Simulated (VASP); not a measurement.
# Mg2Sn (Fm-3m) in VASP: a series of runs, part 2 of 2

VASP 6.6.1. Earlier steps stand in the parts before.

## Step 3: Electric field gradients, LDA

File INCAR:

```
SYSTEM = Mg2Sn
PREC = Accurate
ENCUT = 520
EDIFF = 1E-8
ISMEAR = -1
SIGMA = 0.08
LREAL = .FALSE.
LASPH = .TRUE.
NELM = 120
ALGO = Normal
ISIF = 2
LWAVE = .FALSE.
LCHARG = .FALSE.
GGA = CA
LEFG = .TRUE.
NBANDS = 16
GGA_COMPAT = .FALSE.
```

File KPOINTS:

```
regular mesh
0
G
  11 11 11
  0 0 0
```

File POSCAR:

```
Mg2Sn
1.0
    0.0000000000      3.3795000000      3.3795000000
    3.3795000000      0.0000000000      3.3795000000
    3.3795000000      3.3795000000      0.0000000000
Mg Sn
2 1
Direct
    0.2500000000      0.2500000000      0.2500000000
    0.7500000000      0.7500000000      0.7500000000
    0.0000000000      0.0000000000      0.0000000000
```

Potentials or basis: VASP PAW LDA potentials, release 64 (Mg, Sn_d).

Run with:

```sh
cat potpaw_LDA.64/Mg/POTCAR potpaw_LDA.64/Sn_d/POTCAR > POTCAR
mpirun -np 1 vasp_std > vasp.out
```

OUTCAR:

```text
SYSTEM = Mg2Sn
   PREC = Accurate
   ENCUT = 520
   EDIFF = 1E-8
   ISMEAR = -1
   LREAL = .FALSE.
   LASPH = .TRUE.
   NELM = 120
   ISIF = 2
   GGA = CA

 ion  position               nearest neighbor table
   1  0.250  0.250  0.250-   3 2.93   3 2.93   3 2.93   3 2.93   2 3.38   2 3.38   2 3.38   2 3.38
                             2 3.38   2 3.38
   2  0.750  0.750  0.750-   3 2.93   3 2.93   3 2.93   3 2.93   1 3.38   1 3.38   1 3.38   1 3.38
                             1 3.38   1 3.38
   3  0.000  0.000  0.000-   2 2.93   2 2.93   2 2.93   1 2.93   2 2.93   1 2.93   1 2.93   1 2.93

  LATTYP: Found a face centered cubic cell.
 ALAT       =     6.7590000000

  Lattice vectors:

[... 678 lines left out ...]
---------------------------------------------------------------------
 ion       V_xx      V_yy      V_zz      V_xy      V_xz      V_yz
---------------------------------------------------------------------
   1       0.000     0.000     0.000     0.000     0.000     0.000
   2      -0.000     0.000     0.000     0.000     0.000     0.000
   3      -0.000    -0.000    -0.000     0.002     0.002     0.002
---------------------------------------------------------------------

 Electric field gradients after diagonalization (V/A^2)
 (convention: |V_zz| > |V_xx| > |V_yy|)
----------------------------------------------------------------------
 ion       V_xx      V_yy      V_zz     asymmetry (V_yy - V_xx)/ V_zz
----------------------------------------------------------------------
   1      -0.000    -0.000     0.000       0.000
   2      -0.000    -0.000     0.000       0.000
   3      -0.002    -0.002     0.004       0.000
----------------------------------------------------------------------

           NMR quadrupolar parameters

 Cq : quadrupolar parameter    Cq=e*Q*V_zz/h
 eta: asymmetry parameters     (V_yy - V_xx)/ V_zz
 Q  : nuclear electric quadrupole moment in mb (millibarn)
----------------------------------------------------------------------
 ion       Cq(MHz)       eta       Q (mb)
----------------------------------------------------------------------
   1       0.000       0.000       1.000
   2       0.000       0.000       1.000
   3       0.000       0.000       1.000
----------------------------------------------------------------------
```

OSZICAR:

```text
N       E                     dE             d eps       ncg     rms          rms(c)
DAV:   1     0.944074538662E+02    0.94407E+02   -0.83923E+03  1800   0.116E+03
DAV:   2    -0.121071437528E+01   -0.95618E+02   -0.92793E+02  1888   0.301E+02
DAV:   3    -0.908384553116E+01   -0.78731E+01   -0.78302E+01  2488   0.760E+01
DAV:   4    -0.928823280708E+01   -0.20439E+00   -0.20437E+00  2016   0.133E+01
DAV:   5    -0.929634102699E+01   -0.81082E-02   -0.81082E-02  2640   0.245E+00    0.335E+00
DAV:   6    -0.899733622718E+01    0.29900E+00   -0.26328E-01  2184   0.204E+00    0.178E+00
DAV:   7    -0.891800161184E+01    0.79335E-01   -0.20040E-01  2304   0.254E+00    0.442E-01
DAV:   8    -0.891689210330E+01    0.11095E-02   -0.16745E-02  2232   0.141E+00    0.199E-01
DAV:   9    -0.891677337394E+01    0.11873E-03   -0.15352E-03  2360   0.460E-01    0.459E-02
DAV:  10    -0.891670561838E+01    0.67756E-04   -0.28219E-04  2256   0.904E-02    0.188E-02
DAV:  11    -0.891670674590E+01   -0.11275E-05   -0.22377E-05  2112   0.381E-02    0.816E-03
DAV:  12    -0.891670620461E+01    0.54129E-06   -0.20459E-06  2432   0.145E-02    0.266E-03
DAV:  13    -0.891670621774E+01   -0.13130E-07   -0.21733E-07  2192   0.509E-03    0.139E-03
DAV:  14    -0.891670621845E+01   -0.71418E-09   -0.67255E-09  1328   0.104E-03
   1 F= -.89167062E+01 E0= -.89132182E+01  d E =-.697601E-02
```

Wall time 72 s (1 thread of Intel Xeon Platinum 8259CL at 2.50GHz (Skylake/Cascade Lake), shared host); peak memory 0.22 GiB.

What came out:

| Item | Value |
| --- | --- |
| Free energy | -8.9167 eV |
| Pressure | -2.1 GPa |
| Band gap on the k mesh | zero (bands 9 and 10 overlap by 0.16 eV) |
| Largest electric field gradient by atom | zero within the noise of the run |

Caveat: spin-orbit coupling is left out, which moves the levels of the heavy elements.

## Step 4: Electric field gradients, LDA (25.99 Å³/atom)

This run uses another cell than the first one, of 25.99 Å³/atom.

File INCAR:

```
PREC = Accurate
ENCUT = 520
EDIFF = 1E-8
ISMEAR = -1
SIGMA = 0.08
LREAL = F
LASPH = T
NELM = 120
ALGO = Normal
ISIF = 2
LWAVE = F
LCHARG = F
LEFG = T
NBANDS = 16
GGA_COMPAT = F
```

File KPOINTS:

```
Automatic mesh
0
Gamma
  11 11 11
```

File POSCAR:

```
Mg2Sn
1.0
    0.0000000000      3.3907276572      3.3907276572
    3.3907276572      0.0000000000      3.3907276572
    3.3907276572      3.3907276572      0.0000000000
Mg Sn
2 1
Direct
    0.2500000000      0.2500000000      0.2500000000
    0.7500000000      0.7500000000      0.7500000000
    0.0000000000      0.0000000000      0.0000000000
```

Potentials or basis: VASP PAW LDA potentials, release 64 (Mg, Sn_d).

Run with:

```sh
cat potpaw_LDA.64/Mg/POTCAR potpaw_LDA.64/Sn_d/POTCAR > POTCAR
mpirun -np 1 vasp_std > vasp.out
```

OUTCAR:

```text
PREC = Accurate
   ENCUT = 520
   EDIFF = 1E-8
   ISMEAR = -1
   LREAL = F
   LASPH = T
   NELM = 120
   ISIF = 2

 ion  position               nearest neighbor table
   1  0.250  0.250  0.250-   3 2.94   3 2.94   3 2.94   3 2.94   2 3.39   2 3.39   2 3.39   2 3.39
                             2 3.39   2 3.39
   2  0.750  0.750  0.750-   3 2.94   3 2.94   3 2.94   3 2.94   1 3.39   1 3.39   1 3.39   1 3.39
                             1 3.39   1 3.39
   3  0.000  0.000  0.000-   2 2.94   2 2.94   2 2.94   1 2.94   2 2.94   1 2.94   1 2.94   1 2.94

  LATTYP: Found a face centered cubic cell.
 ALAT       =     6.7814553144

  Lattice vectors:
[... 677 lines left out ...]

 Electric field gradients (V/A^2)
---------------------------------------------------------------------
 ion       V_xx      V_yy      V_zz      V_xy      V_xz      V_yz
---------------------------------------------------------------------
   1      -0.000    -0.000    -0.000     0.000     0.000     0.000
   2      -0.000    -0.000    -0.000     0.000     0.000     0.000
   3       0.000    -0.000     0.000     0.002     0.002     0.002
---------------------------------------------------------------------

 Electric field gradients after diagonalization (V/A^2)
 (convention: |V_zz| > |V_xx| > |V_yy|)
----------------------------------------------------------------------
 ion       V_xx      V_yy      V_zz     asymmetry (V_yy - V_xx)/ V_zz
----------------------------------------------------------------------
   1      -0.000    -0.000     0.000       0.000
   2      -0.000    -0.000     0.000       0.000
   3      -0.002    -0.002     0.003       0.000
----------------------------------------------------------------------

           NMR quadrupolar parameters

 Cq : quadrupolar parameter    Cq=e*Q*V_zz/h
 eta: asymmetry parameters     (V_yy - V_xx)/ V_zz
 Q  : nuclear electric quadrupole moment in mb (millibarn)
----------------------------------------------------------------------
 ion       Cq(MHz)       eta       Q (mb)
----------------------------------------------------------------------
   1       0.000       0.000       1.000
   2       0.000       0.000       1.000
   3       0.000       0.000       1.000
----------------------------------------------------------------------
```

stdout:

```text
POSCAR found type information on POSCAR MgSn
 POSCAR found :  2 types and       3 ions
 scaLAPACK will be used
 LDA part: xc-table for (Slater(with rela. corr.)+CA(PZ))
 , standard interpolation
 POSCAR, INCAR and KPOINTS ok, starting setup
 FFT: planning ... GRIDC
 FFT: planning ... GRID_SOFT
 FFT: planning ... GRID
 WAVECAR not read
 entering main loop
ion   1

ion   2

ion   3
```

It took 58 s on 1 thread of Intel Xeon Platinum 8259CL at 2.50GHz (Skylake/Cascade Lake), shared host; peak memory 0.22 GiB.

What came out:

```yaml
Free_energy: -8.9059 eV
Pressure: -2.5 GPa
Band_gap_on_the_k_mesh: zero (bands 9 and 10 overlap by 0.17 eV)
Largest_electric_field_gradient_by_atom: zero within the noise of the run
```

Levels at points of the mesh, in eV from the Fermi level:
```csv
k point,band 5,band 6,band 7,band 8,band 9,band 10,band 11,band 12,band 13,band 14
"(0.00, 0.00, 0.00)",-20.82,-9.05,0.04,0.04,0.04,1.29,2.20,2.20,2.20,3.86
```

Caveat: spin-orbit coupling is left out, which moves the levels of the heavy elements.
